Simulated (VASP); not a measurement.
# HfGa2As2 (P-6m2) in VASP: a series of runs, part 2 of 3

VASP 6.6.1. Earlier steps stand in the parts before.

### Step 3. Single point, PBE

This run uses another cell than the first one, of 25.87 Å³/atom.

INCAR

```
PREC = Accurate
ENCUT = 520
EDIFF = 1E-7
ISMEAR = 0
SIGMA = 0.1
LREAL = F
LASPH = T
NELM = 100
ALGO = Normal
ISIF = 2
LWAVE = F
LCHARG = T
GGA = PE
LELF = T
LVHAR = T
NBANDS = 31
```

KPOINTS

```
regular mesh
0
Gamma
  6 6 2
```

POSCAR

```
HfGa2As2
1.0
    4.3045820500      0.0000000000      0.0000000000
   -2.1522910300      3.7278774100      0.0000000000
    0.0000000000      0.0000000000      8.0597868700
Hf Ga As
1 2 2
Direct
    0.6666666700      0.3333333300      0.0000000000
    0.6666666700      0.3333333300      0.5000000000
    0.0000000000      0.0000000000      0.0000000000
    0.3333333300      0.6666666700      0.7122960100
    0.3333333300      0.6666666700      0.2877039900
```

Potentials or basis: VASP PAW PBE potentials, release 64 (Hf_pv, Ga_d, As).

On the command line:

```sh
$ cat potpaw_PBE.64/Hf_pv/POTCAR potpaw_PBE.64/Ga_d/POTCAR potpaw_PBE.64/As/POTCAR > POTCAR
$ mpirun -np 1 vasp_std > vasp.out
```

OUTCAR:

```text
PREC = Accurate
   ENCUT = 520
   EDIFF = 1E-7
   ISMEAR = 0
   LREAL = F
   LASPH = T
   NELM = 100
   ISIF = 2
   GGA = PE

 ion  position               nearest neighbor table
   1  0.667  0.333  0.000-   3 2.49   3 2.49   3 2.49
   2  0.667  0.333  0.500-
   3  0.000  0.000  0.000-   1 2.49   1 2.49   1 2.49
   4  0.333  0.667  0.712-
   5  0.333  0.667  0.288-

  LATTYP: Found a hexagonal cell.
 ALAT       =     4.3045820500
 C/A-ratio  =     1.8723738510

  Lattice vectors:

 A1 = (   4.3045820500,   0.0000000000,   0.0000000000)
 A2 = (  -2.1522910300,   3.7278774100,   0.0000000000)
 A3 = (   0.0000000000,   0.0000000000,   8.0597868700)

Analysis of symmetry for initial positions (statically):
=====================================================================
 Subroutine PRICEL returns:
 Original cell was already a primitive cell.

 Routine SETGRP: Setting up the symmetry group for a
 hexagonal supercell.

 Subroutine GETGRP returns: Found 12 space group operations
 (whereof 12 operations were pure point group operations)
 out of a pool of 24 trial point group operations.

The static configuration has the point symmetry D_3h.

Analysis of symmetry for dynamics (positions and initial velocities):
=====================================================================
 Subroutine PRICEL returns:
 Original cell was already a primitive cell.

 Routine SETGRP: Setting up the symmetry group for a
 hexagonal supercell.

 Subroutine GETGRP returns: Found 12 space group operations
 (whereof 12 operations were pure point group operations)
 out of a pool of 24 trial point group operations.

The dynamic configuration has the point symmetry D_3h.

 Subroutine INISYM returns: Found 12 space group operations
[... 107 lines left out ...]
   ISMEAR =     0;   SIGMA  =   0.10  broadening in eV -4-tet -1-fermi 0-gaus
   EFERMI_NEDOS =   21; number of points for ismear=-14 and -15
   IALGO  =     38    algorithm
   IMIX   =      4    mixing-type and parameters
     AMIX     =   0.40;   BMIX     =  1.00
     AMIX_MAG =   1.60;   BMIX_MAG =  1.00
  volume/ion in A,a.u.               =      25.87       174.56
  Fermi-wavevector in a.u.,A,eV,Ry     =   1.159904  2.191901 18.304970  1.345377
  Thomas-Fermi vector in A             =   2.296492
   LORBIT       =      0    0 simple, 1 ext, 2 COOP (PROOUT), +10 PAW based schemes
   GGA     = PE    functional components
   LHFCALC =     F    Hartree Fock is set to
   AEXX    =    0.0000 exact exchange contribution
   IVDW    =     0    specifies the selected vdW correction
   LEPSILON=     F    determine dielectric tensor
   LRPA    =     F    only Hartree local field effects (RPA)
 non-spin polarized calculation
 Gauss-broadening in eV      SIGMA  =   0.10
  energy-cutoff  :      520.00
  volume of cell :      129.34
 maximum number of plane-waves:      3522
   NGX = 17   NGY = 17   NGZ = 29

 number of electron      46.0000010 magnetization

 Free energy of the ion-electron system (eV)
  ---------------------------------------------------
  ext. energy  EPLUGINS =         0.00000000
  ---------------------------------------------------
  free energy    TOTEN  =       -22.61779733 eV

  energy without entropy =      -22.60582769  energy(sigma->0) =      -22.61181251

 E-fermi :   3.0329     XC(G=0):  -9.5310

 val. band max:        2.9870747791   @ k =   0.0000   0.0000   0.0000
 cond. band min:       3.0606539416   @ k =   0.3333   0.3333   0.5000
 fundamental gap:      0.0735791626
 Fermi energy:         3.0328633648

 k-point     1 :       0.0000    0.0000    0.0000
  band No.  band energies     occupation
      1     -28.4244      2.00000
      2     -28.3834      2.00000
      3     -28.3834      2.00000
      4     -11.7142      2.00000
      5     -11.7142      2.00000
      6     -11.6747      2.00000
[... 465 lines left out ...]
     30       7.1696      0.00000
     31       7.9400      0.00000

------------------------ aborting loop because EDIFF is reached ----------------------------------------

  FORCE on cell =-STRESS in cart. coord.  units (eV):
  Direction    XX          YY          ZZ          XY          YZ          ZX
  --------------------------------------------------------------------------------------
  -------------------------------------------------------------------------------------
  Total        0.0308075      0.0308075    -11.0426611     -0.0000000      0.0000000      0.0000000
  in kB        0.3816375      0.3816375   -136.7943492     -0.0000000      0.0000000      0.0000000
  external PRESSURE =     -45.3436914 kB  Pullay stress =       0.0000000 kB

 VOLUME and BASIS-vectors are now :
 -----------------------------------------------------------------------------
  energy-cutoff  :      520.00
  volume of cell :      129.34
      direct lattice vectors                 reciprocal lattice vectors
     4.304582050  0.000000000  0.000000000     0.232310591  0.134124582  0.000000000
    -2.152291030  3.727877410  0.000000000     0.000000000  0.268249164  0.000000000
     0.000000000  0.000000000  8.059786870     0.000000000  0.000000000  0.124072760

 POSITION                                       TOTAL-FORCE (eV/Angst)
 -----------------------------------------------------------------------------------
      2.15229      1.24263      0.00000         0.000000      0.000000      0.000000
      2.15229      1.24263      4.02989        -0.000000      0.000000      0.000000
      0.00000      0.00000      0.00000        -0.000000      0.000000      0.000000
     -0.00000      2.48525      5.74095        -0.000000     -0.000000      1.042406
     -0.00000      2.48525      2.31883         0.000000     -0.000000     -1.042406
 -----------------------------------------------------------------------------------
    total drift:                               -0.000003      0.000001      0.000000

  FREE ENERGIE OF THE ION-ELECTRON SYSTEM (eV)
  ---------------------------------------------------
  free  energy   TOTEN  =       -22.6177973322 eV

  energy  without entropy=      -22.6058276910  energy(sigma->0) =      -22.61181251
```

OSZICAR:

```text
N       E                     dE             d eps       ncg     rms          rms(c)
DAV:   1     0.338073056100E+03    0.33807E+03   -0.21754E+04   926   0.190E+03
DAV:   2     0.172482078721E+02   -0.32082E+03   -0.30863E+03   994   0.500E+02
DAV:   3    -0.218203642476E+02   -0.39069E+02   -0.38142E+02  1017   0.131E+02
DAV:   4    -0.234844632675E+02   -0.16641E+01   -0.16456E+01  1146   0.283E+01
DAV:   5    -0.235249343001E+02   -0.40471E-01   -0.40431E-01  1000   0.420E+00    0.339E+01
DAV:   6    -0.227490028616E+02    0.77593E+00   -0.18737E+00  1048   0.618E+00    0.228E+01
DAV:   7    -0.229577537561E+02   -0.20875E+00   -0.27117E+00  1108   0.597E+00    0.381E+00
DAV:   8    -0.226228341515E+02    0.33492E+00   -0.11559E+00  1064   0.388E+00    0.857E-01
DAV:   9    -0.226173611235E+02    0.54730E-02   -0.79552E-02  1059   0.136E+00    0.159E+00
DAV:  10    -0.226178495827E+02   -0.48846E-03   -0.68564E-03  1118   0.435E-01    0.679E-01
DAV:  11    -0.226178862973E+02   -0.36715E-04   -0.15662E-03  1077   0.317E-01    0.429E-01
DAV:  12    -0.226177946429E+02    0.91654E-04   -0.62231E-04  1054   0.134E-01    0.597E-02
DAV:  13    -0.226177948678E+02   -0.22484E-06   -0.49937E-05  1089   0.437E-02    0.322E-02
DAV:  14    -0.226177970580E+02   -0.21903E-05   -0.77933E-06  1090   0.134E-02    0.148E-02
DAV:  15    -0.226177972535E+02   -0.19548E-06   -0.28505E-06  1140   0.886E-03    0.523E-03
DAV:  16    -0.226177973322E+02   -0.78670E-07   -0.31202E-07   886   0.310E-03
   1 F= -.22617797E+02 E0= -.22611813E+02  d E =-.119696E-01
```

stdout:

```text
POSCAR found type information on POSCAR HfGaAs
 POSCAR found :  3 types and       5 ions
 scaLAPACK will be used
 LDA part: xc-table for (Slater+PW92), standard interpolation
 POSCAR, INCAR and KPOINTS ok, starting setup
 FFT: planning ... GRIDC
 FFT: planning ... GRID_SOFT
 FFT: planning ... GRID
 WAVECAR not read
 entering main loop
```

Wall time 45 s (1 thread of AMD EPYC 9R45 (Zen 5), shared host); peak memory 0.23 GiB.

What came out:

- Free energy: -22.6178 eV
- Pressure: -4.5 GPa
- Largest force: 1.042 eV/Å
- Band gap on the k mesh: zero (bands 23 and 24 overlap by 0.65 eV)

Forces on the atoms (eV/Å):
```
Hf   0.000  0.000  0.000
Ga   0.000  0.000  0.000
Ga   0.000  0.000  0.000
As   0.000  0.000  1.042
As   0.000  0.000 -1.042
```

Levels at points of the mesh, in eV from the Fermi level:
```
           k point  band 20  band 21  band 22  band 23  band 24  band 25  band 26  band 27
(0.00, 0.00, 0.00)    -0.89    -0.05     0.09     0.09     0.12     0.12     2.01     2.01
(0.50, 0.00, 0.00)    -1.50    -0.80    -0.59    -0.43    -0.14     0.66     1.42     1.54
(0.00, 0.00, 0.50)    -0.58    -0.50    -0.50     0.36     0.96     0.96     0.97     1.78
(0.50, 0.00, 0.50)    -2.23    -1.55    -1.44    -0.73     0.75     0.88     1.67     2.21
```

Caveat: the k points lie up to 0.39 Å⁻¹ apart, too coarse for converged energies and pressures of a metal; spin-orbit coupling is left out, which moves the levels of the heavy elements; forces of over 1 eV/Å act on the atoms, so gaps and moduli don't describe the material at rest.

[end of part 2 of 3]

The gap in the log of VASP goes by the Fermi energy; the results here count the filled bands.